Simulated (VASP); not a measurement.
Input of a VASP 6.6.1 run:

File INCAR:

```
PREC     = Accurate       # precision mode
ENCUT    = 500            # plane-wave cutoff, eV
EDIFF    = 1E-6           # SCF threshold, eV
ISMEAR   = -1             # smearing method
SIGMA    = 0.05           # smearing width, eV
LREAL    = F              # projectors in reciprocal space
LASPH    = T              # aspherical terms in the spheres
NELM     = 120            # most SCF steps
ALGO     = Normal         # electronic algorithm
ISIF     = 2              # what is computed and relaxed
LWAVE    = F              # write WAVECAR
LCHARG   = F              # write CHGCAR
GGA      = PE             # functional
NBANDS   = 35             # bands
GGA_COMPAT= F
```

File KPOINTS:

```
regular mesh
0
Gamma
  4 4 4
```

Contents of POSCAR:

```
HgGe3
1.0
    4.4013625987      0.0000000000      0.0000000000
    0.0000000000      4.4013625987      0.0000000000
    0.0000000000      0.0000000000      4.4013625987
Hg Ge
1 3
Direct
    0.0000000000      0.0000000000      0.0000000000
    0.0000000000      0.5000000000      0.5000000000
    0.5000000000      0.0000000000      0.5000000000
    0.5000000000      0.5000000000      0.0000000000
```

Potentials or basis: VASP PAW PBE potentials, release 64 (Hg, Ge_d).

The run is started by

```sh
$ cat potpaw_PBE.64/Hg/POTCAR potpaw_PBE.64/Ge_d/POTCAR > POTCAR
$ mpirun -np 1 vasp_std > vasp.out
```

(1) Estimate the band gap on the k mesh.

(2) What does it give for the pressure?

Answers

(1) zero (bands 27 and 28 overlap by 4.55 eV).

(2) -0.8 GPa.

Caveat: spin-orbit coupling is left out, which moves the levels of the heavy elements.
